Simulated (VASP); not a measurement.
Input of a VASP 6.6.1 run:

INCAR

```
SYSTEM = TiO2
  ALGO = Normal
  EDIFF = 1E-6
  EDIFFG = -0.02
  ENCUT = 600
  GGA = PE
  IBRION = 2
  ISIF = 3
  ISMEAR = 0
  IVDW = 12
  LASPH = .TRUE.
  LCHARG = .FALSE.
  LREAL = .FALSE.
  LWAVE = .FALSE.
  NELM = 80
  NSW = 100
  PREC = Accurate
  SIGMA = 0.01
```

The input KPOINTS:

```
k-points
0
G
  4 4 6
  0 0 0
```

The input POSCAR:

```
TiO2
1.0
    4.5922000000      0.0000000000      0.0000000000
    0.0000000000      4.5922000000      0.0000000000
    0.0000000000      0.0000000000      2.9574000000
Ti O
2 4
Direct
    0.0000000000      0.0000000000      0.0000000000
    0.5000000000      0.5000000000      0.5000000000
    0.3049600000      0.3049600000      0.0000000000
    0.1950400000      0.8049600000      0.5000000000
    0.6950400000      0.6950400000      0.0000000000
    0.8049600000      0.1950400000      0.5000000000
```

Potentials or basis: VASP PAW PBE potentials, release 64 (Ti_sv, O).

The run is started by

```sh
$ cat potpaw_PBE.64/Ti_sv/POTCAR potpaw_PBE.64/O/POTCAR > POTCAR
$ mpirun -np 1 vasp_std > vasp.out
```

(1) Estimate the space group after relaxing (to 0.1 Å).

(2) What does it give for the band gap on the k mesh?

(3) What does it give for the relaxed volume?

Results:

(1) P4_2/mnm (No. 136).

(2) 1.83 eV.

(3) 10.47 Å³/atom.
